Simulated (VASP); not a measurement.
Runs of VASP 6.6.1 on Ca3BF. The structure is that of space group Pm-3m (No. 221), or close to it. The cells are those of the table. 

```tsv
task	cell	k mesh	cutoff (eV)	gap on the mesh (eV)	pressure (GPa)	relaxed volume (Å³/atom)
relaxation of cell and atoms	relaxed from a = 4.578 Å, 5 atoms	4 × 4 × 4	600	none	0.0	28.48
single point	a = 5.236 Å, 5 atoms	8 × 8 × 8	520	none	0.1	-
relaxation of cell and atoms	relaxed from a = 5.236 Å, 5 atoms	8 × 8 × 8	600	none	0.0	28.75
single point	a = 5.236 Å, 5 atoms	4 × 4 × 4	520	none	0.0	-
single point	a = 4.578 Å, 5 atoms	4 × 4 × 4	520	none	(a)	-
```

Alike in all rows: level PBE; potentials or basis VASP PAW PBE potentials, release 64 (Ca_sv, B, F); no spin polarisation; smearing gaussian 0.1 eV.

Question: Estimate the missing entries.

Answer: (a) 22.7.

Caveats: the volume moved by over 15 % at a fixed basis, so the end points are rough (some runs).

A gap of «none» marks levels without a gap at the run's occupations.
